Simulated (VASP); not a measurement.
## TiO2: single point with PBE

The system is TiO2.

```xyz
6
Lattice="-1.8921 1.8921 4.7573 1.8921 -1.8921 4.7573 1.8921 1.8921 -4.7573" Properties=species:S:1:pos:R:3 pbc="T T T"
Ti    1.8921   -1.8921    4.7573
Ti    0.0000    1.8921    2.3786
O     0.0000    0.0000    1.9800
O     0.0000    0.0000    7.5346
O     1.8921    0.0000   -0.3987
O     1.8921    0.0000    5.1560
```

```yaml
Program: VASP 6.6.1
Task: single point
Functional: PBE
Potentials_or_basis: VASP PAW PBE potentials, release 64 (Ti_sv, O)
Cutoff: 520 eV
k_mesh: 8 × 8 × 8
Occupations: gaussian, width 0.01 eV
Spin: no spin polarisation
Dipole_correction: no
k_mesh_for_the_DOS: 12 × 12 × 12
Occupations_for_the_DOS: tetrahedron
Further_INCAR_settings: ALGO = Normal; EDIFF = 1e-06
```

```
Valence electrons inside the program's atomic spheres : Ti 10.28; O 5.08
```

Levels at points of the mesh, in eV from the valence-band top:
```csv
k point,band 20,band 21,band 22,band 23,band 24,band 25,band 26,band 27,band 28
"(0.00, 0.00, 0.00)",-0.77,-0.76,-0.76,-0.47,-0.47,2.10,2.84,3.98,4.00
"(0.50, 0.00, 0.00)",-1.97,-1.97,-0.96,-0.84,-0.64,3.23,3.54,3.55,3.65
"(0.50, 0.50, 0.00)",-2.66,-2.07,-2.07,-0.04,-0.04,3.33,3.33,3.81,3.81
"(0.50, 0.50, 0.50)",-1.35,-1.26,-1.26,-0.13,-0.13,2.46,2.46,3.76,3.76
```

Wall time 5 min on 1 thread of AMD EPYC 9R45 96-Core Processor (Zen 5), on a shared host, peak memory 0.4 GiB.
